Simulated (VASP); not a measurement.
Write the native input for VASP 6.6.1 that does the following.

```
Task                   : single point
Functional             : PBE
Potentials or basis    : VASP PAW PBE potentials, release 64 (Cu)
Cutoff                 : 520 eV
k mesh                 : 12 × 12 × 16
Occupations            : gaussian, width 0.1 eV
Spin                   : no spin polarisation
Dipole correction      : no
Further INCAR settings : ALGO = Fast; EDIFF = 1e-06; NBANDS = 24
```

The structure of Cu lies in POSCAR:

```
Cu
1.0
    3.8811212815      0.0000000000      0.0000000000
   -1.9405606407      3.3611496249      0.0000000000
    0.0000000000      0.0000000000      2.6292516529
Cu
3
Direct
    0.0000000000      0.0000000000      0.0000000000
    0.3333333300      0.6666666700      0.5000000000
    0.6666666700      0.3333333300      0.5000000000
```

This cell differs from its parent crystal: Ti replaced by Cu, lengths x 0.895, strained.

One way to write it, as run:

INCAR

```
SYSTEM = Cu
PREC = Accurate
ENCUT = 520
EDIFF = 1E-6
ISMEAR = 0
SIGMA = 0.1
LREAL = .FALSE.
LASPH = .TRUE.
NELM = 60
ALGO = Fast
ISIF = 2
LWAVE = .FALSE.
LCHARG = .FALSE.
GGA = PE
NBANDS = 24
```

KPOINTS

```
Automatic mesh
0
G
  12 12 16
  0 0 0
```

Potentials or basis: VASP PAW PBE potentials, release 64 (Cu).

Run with:

```bash
$ cat potpaw_PBE.64/Cu/POTCAR > POTCAR
$ mpirun -np 1 vasp_std > vasp.out
```

It gave:

* Pressure: 14.3 GPa

Caveat: the cell differs from its parent crystal (Ti replaced by Cu, lengths x 0.895, strained).

It took 73 s on 1 thread of Intel(R) Xeon(R) Platinum 8481C CPU @ 2.70GHz (Sapphire Rapids), with other jobs on the host, peak memory 0.22 GiB.
